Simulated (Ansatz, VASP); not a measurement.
## MoS2 in VASP and in Ansatz

```
CELL_PARAMETERS angstrom
3.14143 0.00000 0.00000
-1.57072 2.72056 0.00000
0.00000 0.00000 12.57882
ATOMIC_POSITIONS crystal
Mo 0.33333 0.66667 0.25000
Mo 0.66667 0.33333 0.75000
S 0.33333 0.66667 0.62605
S 0.66667 0.33333 0.12605
S 0.33333 0.66667 0.87395
S 0.66667 0.33333 0.37395
```

Alike in both runs: task single point; functional PBEsol; k mesh 12 × 12 × 2; occupations gaussian, width 0.05 eV; no spin polarisation.

|  | VASP | Ansatz |
| --- | --- | --- |
| version | VASP 6.6.1 | Ansatz 0.2.0 |
| potentials or method | VASP PAW PBE potentials, release 64 (Mo_sv, S), cutoff 520 eV | scalar-relativistic, plane waves, PAW |
| valence electrons in the cell | 52 | 52 |

VASP gave:

* gap on the k mesh at the Fermi level (eV): 0.99
* least direct gap on the mesh (eV): 1.75
* pressure (GPa): 0.0

**Question.** Estimate Ansatz's values.

**Answer.** gap on the k mesh at the Fermi level (eV): 0.98; least direct gap on the mesh (eV): 1.74; pressure (GPa): 0.0.

VASP's potentials were made for PBE, not for PBEsol.
